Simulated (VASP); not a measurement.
# CuOs2 (P6/mmm) in VASP: further runs

Runs on CuOs2. Level: PBE. Tasks: single point.

Program: VASP 6.6.1. These are calculated values, not measurements. Logs are shortened: lines on timing, memory, paths and dates and some standing lists are left out, and cuts for length are marked.

### 1 The cell of the first run

It takes space group P6/mmm (No. 191, hexagonal). Conventional cell: a = 4.319 Å, b = 4.319 Å, c = 2.658 Å, α = 90.00°, β = 90.00°, γ = 120.00°. Within 3.5 Å of Cu (site symmetry 6/mmm) lie 2 Cu at 2.66 Å and 12 Os at 2.83 Å. Os (site symmetry -6m2) has 5 Os at 2.49 to 2.66 Å and 6 Cu at 2.83 Å within 3.3 Å.

### 2 Single point, PBE

INCAR reads:

```
PREC = Accurate ; ENCUT = 820
EDIFF = 1E-6 ; ISMEAR = 0
SIGMA = 0.1 ; LREAL = F
LASPH = T ; NELM = 120
ALGO = Normal ; ISIF = 2
LWAVE = F ; LCHARG = F
GGA = PE ; NBANDS = 32
GGA_COMPAT = F
```

KPOINTS reads:

```
Automatic mesh
0
Gamma
  6 6 6
```

POSCAR reads:

```
CuOs2
1.0
    4.3194851737      0.0000000000      0.0000000000
   -2.1597425869      3.7407838917      0.0000000000
    0.0000000000      0.0000000000      2.6581940823
Cu Os
1 2
Direct
    0.0000000000      0.0000000000      0.0000000000
    0.3333333333      0.6666666667      0.5000000000
    0.6666666667      0.3333333333      0.5000000000
```

Potentials or basis: VASP PAW PBE potentials, release 64 (Cu_sv_GW, Os_sv_GW).

The run is started by

```bash
$ cat potpaw_PBE.64/Cu_sv_GW/POTCAR potpaw_PBE.64/Os_sv_GW/POTCAR > POTCAR
$ mpirun -np 1 vasp_std > vasp.out
```

OUTCAR:

```text
PREC = Accurate
   ENCUT = 820
   EDIFF = 1E-6
   ISMEAR = 0
   LREAL = F
   LASPH = T
   NELM = 120
   ISIF = 2
   GGA = PE

 ion  position               nearest neighbor table
   1  0.000  0.000  0.000-   2 2.83   3 2.83   2 2.83   3 2.83   3 2.83   3 2.83   2 2.83   2 2.83
                             3 2.83   3 2.83   2 2.83   2 2.83
   2  0.333  0.667  0.500-   3 2.49   3 2.49   3 2.49   1 2.83   1 2.83   1 2.83   1 2.83   1 2.83
                             1 2.83
   3  0.667  0.333  0.500-   2 2.49   2 2.49   2 2.49   1 2.83   1 2.83   1 2.83   1 2.83   1 2.83
                             1 2.83

  LATTYP: Found a hexagonal cell.
 ALAT       =     4.3194851737
 C/A-ratio  =     0.6153960427

  Lattice vectors:

 A1 = (   4.3194851737,   0.0000000000,   0.0000000000)
 A2 = (  -2.1597425869,   3.7407838917,   0.0000000000)
 A3 = (   0.0000000000,   0.0000000000,   2.6581940823)

Analysis of symmetry for initial positions (statically):
=====================================================================
 Subroutine PRICEL returns:
 Original cell was already a primitive cell.

 Routine SETGRP: Setting up the symmetry group for a
 hexagonal supercell.

 Subroutine GETGRP returns: Found 24 space group operations
 (whereof 24 operations were pure point group operations)
 out of a pool of 24 trial point group operations.

The static configuration has the point symmetry D_6h.

Analysis of symmetry for dynamics (positions and initial velocities):
=====================================================================
 Subroutine PRICEL returns:
 Original cell was already a primitive cell.

 Routine SETGRP: Setting up the symmetry group for a
 hexagonal supercell.

 Subroutine GETGRP returns: Found 24 space group operations
 (whereof 24 operations were pure point group operations)
 out of a pool of 24 trial point group operations.

The dynamic configuration has the point symmetry D_6h.

 Subroutine INISYM returns: Found 24 space group operations
 (whereof 24 operations are pure point group operations),
 and found     1 'primitive' translations

----------------------------------------------------------------------------------------

                                     Primitive cell

  volume of cell :      42.9518

  direct lattice vectors                    reciprocal lattice vectors
     4.319485174  0.000000000  0.000000000     0.231509071  0.133661824  0.000000000
    -2.159742587  3.740783892  0.000000000     0.000000000  0.267323649  0.000000000
     0.000000000  0.000000000  2.658194082     0.000000000  0.000000000  0.376195255

  length of vectors
     4.319485174  4.319485174  2.658194082     0.267323649  0.267323649  0.376195255

  position of ions in fractional coordinates (direct lattice)
     0.000000000  0.000000000  0.000000000
     0.333333333  0.666666667  0.500000000
     0.666666667  0.333333333  0.500000000

  ion indices of the primitive-cell ions
   primitive index   ion index
                 1           1
                 2           2
                 3           3

----------------------------------------------------------------------------------------

 KPOINTS: Automatic mesh

Automatic generation of k-mesh.
 Grid dimensions read from file:
 generate k-points for:    6    6    6

 Generating k-lattice:

  Cartesian coordinates                     Fractional coordinates (reciprocal lattice)
     0.038584845  0.022276971  0.000000000     0.166666667  0.000000000  0.000000000
     0.000000000  0.044553941  0.000000000     0.000000000  0.166666667  0.000000000
     0.000000000  0.000000000  0.062699209     0.000000000  0.000000000  0.166666667

  Length of vectors
     0.044553941  0.044553941  0.062699209

  Shift w.r.t. Gamma in fractional coordinates (k-lattice)
     0.000000000  0.000000000  0.000000000

 Subroutine IBZKPT returns following result:
 ===========================================

 Found     28 irreducible k-points:

 Following reciprocal coordinates:
            Coordinates               Weight
  0.000000  0.000000  0.000000      1.000000
  0.166667  0.000000  0.000000      6.000000
  0.333333  0.000000  0.000000      6.000000
  0.500000  0.000000  0.000000      3.000000
  0.166667  0.166667  0.000000      6.000000
  0.333333  0.166667  0.000000     12.000000
[... 16 lines left out ...]
  0.166667  0.000000  0.500000      6.000000
  0.333333  0.000000  0.500000      6.000000
 [... further k-points ...]
   k-points           NKPTS =     28   k-points in BZ     NKDIM =     28   number of bands    NBANDS=     32
   number of dos      NEDOS =    301   number of ions     NIONS =      3
   total plane-waves  NPLWV =  44800
   dimension x,y,z NGX =    40 NGY =   40 NGZ =   28
   dimension x,y,z NGXF=    80 NGYF=   80 NGZF=   56
   ions per type =               1   2
   NGX,Y,Z   is equivalent  to a cutoff of  15.39, 15.39, 17.51 a.u.
   NGXF,Y,Z  is equivalent  to a cutoff of  30.79, 30.79, 35.02 a.u.
 SYSTEM =  unknown system
   PREC   = accura    normal or accurate (medium, high low for compatibility)
   ISTART =      0    job   : 0-new  1-cont  2-samecut
   ICHARG =      2    charge: 1-file 2-atom 10-const
   ISPIN  =      1    spin polarized calculation?
   LNONCOLLINEAR =      F non collinear calculations
   LSORBIT =      F    spin-orbit coupling
   LASPH  =      T    aspherical Exc in radial PAW
   ENCUT  =  820.0 eV  60.27 Ry    7.76 a.u.  10.09 10.09  6.21*2*pi/ulx,y,z
   NELM   =    120;   NELMIN=  2; NELMDL= -5     # of ELM steps
   EDIFF  = 0.1E-05   stopping-criterion for ELM
   LREAL  =      F    real-space projection
[... 7 lines left out ...]
   TEBEG  =    0.0;   TEEND  =   0.0 temperature during run
   PSTRESS=    0.0 pullay stress
   NELECT =      51.0000    total number of electrons
   NUPDOWN=      -1.0000    fix difference up-down
   EMIN   =  10.00;   EMAX   =-10.00  energy-range for DOS
   EFERMI =   0.00;   METHOD = LEGACY
   ISMEAR =     0;   SIGMA  =   0.10  broadening in eV -4-tet -1-fermi 0-gaus
   EFERMI_NEDOS =   21; number of points for ismear=-14 and -15
   IALGO  =     38    algorithm
   IMIX   =      4    mixing-type and parameters
     AMIX     =   0.40;   BMIX     =  1.00
     AMIX_MAG =   1.60;   BMIX_MAG =  1.00
  volume/ion in A,a.u.               =      14.32        96.62
  Fermi-wavevector in a.u.,A,eV,Ry     =   1.733556  3.275945 40.888436  3.005215
  Thomas-Fermi vector in A             =   2.807520
   LORBIT       =      0    0 simple, 1 ext, 2 COOP (PROOUT), +10 PAW based schemes
   GGA     = PE    functional components
   LHFCALC =     F    Hartree Fock is set to
   AEXX    =    0.0000 exact exchange contribution
   IVDW    =     0    specifies the selected vdW correction
   LEPSILON=     F    determine dielectric tensor
   LRPA    =     F    only Hartree local field effects (RPA)
 non-spin polarized calculation
 Gauss-broadening in eV      SIGMA  =   0.10
  energy-cutoff  :      820.00
  volume of cell :       42.95
 maximum number of plane-waves:      2322
   NGX = 21   NGY = 21   NGZ = 13

 number of electron      50.9999991 magnetization

 Free energy of the ion-electron system (eV)
  ---------------------------------------------------
  ext. energy  EPLUGINS =         0.00000000
  ---------------------------------------------------
  free energy    TOTEN  =       -26.73748975 eV

  energy without entropy =      -26.71793187  energy(sigma->0) =      -26.72771081

 E-fermi :  10.7989     XC(G=0): -13.7322

 val. band max:       10.7640934348   @ k =   0.3333   0.1667   0.3333
 cond. band min:      10.8025726066   @ k =   0.3333   0.1667   0.1667
 fundamental gap:      0.0384791718
 Fermi energy:        10.7988784639

 k-point     1 :       0.0000    0.0000    0.0000
  band No.  band energies     occupation
      1    -101.9642      2.00000
      2     -75.7042      2.00000
      3     -75.5638      2.00000
      4     -59.3500      2.00000
      5     -59.3500      2.00000
      6     -59.2813      2.00000
[... 24 lines left out ...]
     31      17.0111      0.00000
     32      19.2638      0.00000

 k-point     2 :       0.1667    0.0000    0.0000
  band No.  band energies     occupation
      1    -101.9641      2.00000
      2     -75.6959      2.00000
      3     -75.5722      2.00000
      4     -59.3499      2.00000
      5     -59.3499      2.00000
      6     -59.2814      2.00000
[... 24 lines left out ...]
     31      16.4134      0.00000
     32      19.9234      0.00000

 k-point     3 :       0.3333    0.0000    0.0000
  band No.  band energies     occupation
      1    -101.9641      2.00000
      2     -75.6747      2.00000
      3     -75.5937      2.00000
      4     -59.3500      2.00000
      5     -59.3498      2.00000
      6     -59.2813      2.00000
[... 24 lines left out ...]
     31      17.8486      0.00000
     32      21.2755      0.00000

 k-point     4 :       0.5000    0.0000    0.0000
  band No.  band energies     occupation
      1    -101.9642      2.00000
      2     -75.6577      2.00000
      3     -75.6109      2.00000
      4     -59.3501      2.00000
      5     -59.3499      2.00000
      6     -59.2814      2.00000
[... 24 lines left out ...]
     31      18.2050      0.00000
     32      23.4091      0.00000

 k-point     5 :       0.1667    0.1667    0.0000
  band No.  band energies     occupation
      1    -101.9642      2.00000
      2     -75.6810      2.00000
      3     -75.5874      2.00000
      4     -59.3500      2.00000
      5     -59.3499      2.00000
      6     -59.2813      2.00000
[... 584 lines left out ...]
     31      18.0511      0.00000
     32      21.3899      0.00000

 k-point    22 :       0.0000    0.0000    0.5000
  band No.  band energies     occupation
      1    -101.9617      2.00000
      2     -75.6618      2.00000
      3     -75.5231      2.00000
      4     -59.3469      2.00000
      5     -59.3469      2.00000
      6     -59.3165      2.00000
[... 24 lines left out ...]
     31      19.9991      0.00000
     32      20.6450      0.00000

 k-point    23 :       0.1667    0.0000    0.5000
  band No.  band energies     occupation
      1    -101.9616      2.00000
      2     -75.6537      2.00000
      3     -75.5314      2.00000
      4     -59.3469      2.00000
      5     -59.3469      2.00000
      6     -59.3165      2.00000
[... 24 lines left out ...]
     31      19.3872      0.00000
     32      19.6273      0.00000

 k-point    24 :       0.3333    0.0000    0.5000
  band No.  band energies     occupation
      1    -101.9617      2.00000
      2     -75.6327      2.00000
      3     -75.5527      2.00000
      4     -59.3470      2.00000
      5     -59.3470      2.00000
      6     -59.3165      2.00000
[... 24 lines left out ...]
     31      17.9361      0.00000
     32      18.0394      0.00000

 [... further k-points ...]
[... 5 lines left out ...]
  --------------------------------------------------------------------------------------
  -------------------------------------------------------------------------------------
  Total       -0.0260922     -0.0260922     -0.1551424      0.0000000      0.0000000      0.0000000
  in kB       -0.9732862     -0.9732862     -5.7870846      0.0000000      0.0000000      0.0000000
  external PRESSURE =      -2.5778857 kB  Pullay stress =       0.0000000 kB

 VOLUME and BASIS-vectors are now :
 -----------------------------------------------------------------------------
  energy-cutoff  :      820.00
  volume of cell :       42.95
      direct lattice vectors                 reciprocal lattice vectors
     4.319485174  0.000000000  0.000000000     0.231509071  0.133661824  0.000000000
    -2.159742587  3.740783892  0.000000000     0.000000000  0.267323649  0.000000000
     0.000000000  0.000000000  2.658194082     0.000000000  0.000000000  0.376195255

 POSITION                                       TOTAL-FORCE (eV/Angst)
 -----------------------------------------------------------------------------------
      0.00000      0.00000      0.00000        -0.000000      0.000000     -0.000000
     -0.00000      2.49386      1.32910         0.000000      0.000000     -0.000000
      2.15974      1.24693      1.32910        -0.000000     -0.000000      0.000000
 -----------------------------------------------------------------------------------
    total drift:                                0.000000     -0.000000      0.000000

  FREE ENERGIE OF THE ION-ELECTRON SYSTEM (eV)
  ---------------------------------------------------
  free  energy   TOTEN  =       -26.7374897458 eV

  energy  without entropy=      -26.7179318717  energy(sigma->0) =      -26.72771081
```

It took 69 s on 1 thread of Intel Xeon 6975P-C (Granite Rapids), shared host; peak memory 0.26 GiB.

What came out:

- Free energy: -26.7375 eV
- Pressure: -0.3 GPa
- Band gap on the k mesh: zero (an odd number of electrons rules out a gap without spin polarisation)

Caveat: the k points lie up to 0.39 Å⁻¹ apart, too coarse for converged energies and pressures of a metal; spin-orbit coupling is left out, which moves the levels of the heavy elements.

[end of part 1 of 2]

The gap in the log of VASP goes by the Fermi energy; the results here count the filled bands.